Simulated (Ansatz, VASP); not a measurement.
Sn: VASP beside Ansatz

Contents of INCAR:

```
PREC     = Accurate       # precision mode
ENCUT    = 520            # plane-wave cutoff, eV
EDIFF    = 1E-6           # SCF threshold, eV
ISMEAR   = -1             # smearing method
SIGMA    = 0.1            # smearing width, eV
LREAL    = False          # projectors in reciprocal space
LASPH    = True           # aspherical terms in the spheres
NELM     = 100            # most SCF steps
ALGO     = Normal         # electronic algorithm
ISIF     = 2              # what is computed and relaxed
LWAVE    = False          # write WAVECAR
LCHARG   = True           # write CHGCAR
GGA      = RE             # functional
LELF     = True           # ELF
LVHAR    = True         
NBANDS   = 21             # bands
```

Contents of KPOINTS:

```
regular mesh
0
Gamma
  13 13 13
```

POSCAR

```
Sn
1.0
    0.0000000000      3.4436744308      3.4436744308
    3.4436744308      0.0000000000      3.4436744308
    3.4436744308      3.4436744308      0.0000000000
Sn
2
Direct
    0.5000000000      0.5000000000      0.5000000000
    0.7500000000      0.7500000000      0.7500000000
```

Input for Ansatz:

```yaml
crystal:
  lattice:
    - [0.0, 3.4436744829, 3.4436744829]
    - [3.4436744829, 0.0, 3.4436744829]
    - [3.4436744829, 3.4436744829, 0.0]
  atoms:
    - { symbol: Sn, position: [0.5, 0.5, 0.5] }
    - { symbol: Sn, position: [0.75, 0.75, 0.75] }
hamiltonian:
  xc: revpbe
  pseudopotentials:
    kind: paw
    azcp:
      Sn: "pseudopotentials/Sn.paw.azcp"
basis:
  ecutwfc: 420
  fft_grid_basis: typed
kpoints:
  mp_grid: { grid: [13, 13, 13], shift: [0, 0, 0] }
magnetization:
  spin_polarized: false
scf:
  occupations: { method: fermi_dirac, width: 0.1 }
output:
  stress: true
```

Alike in both runs: task single point; functional revPBE; k mesh 13 × 13 × 13; occupations fermi-dirac, width 0.1 eV; no spin polarisation.

```csv
,VASP,Ansatz
version,VASP 6.6.1,Ansatz 0.2.0
potentials or method,"VASP PAW PBE potentials, release 64 (Sn_d), cutoff 520 eV","plane waves (420 eV) with PAW, scalar-relativistic"
valence electrons in the cell,28,28
```

```tsv
	VASP	Ansatz	Ansatz less VASP
pressure (GPa)	-2.1	-2.1	+0.02
```

VASP's potentials were made for PBE, not for revPBE.
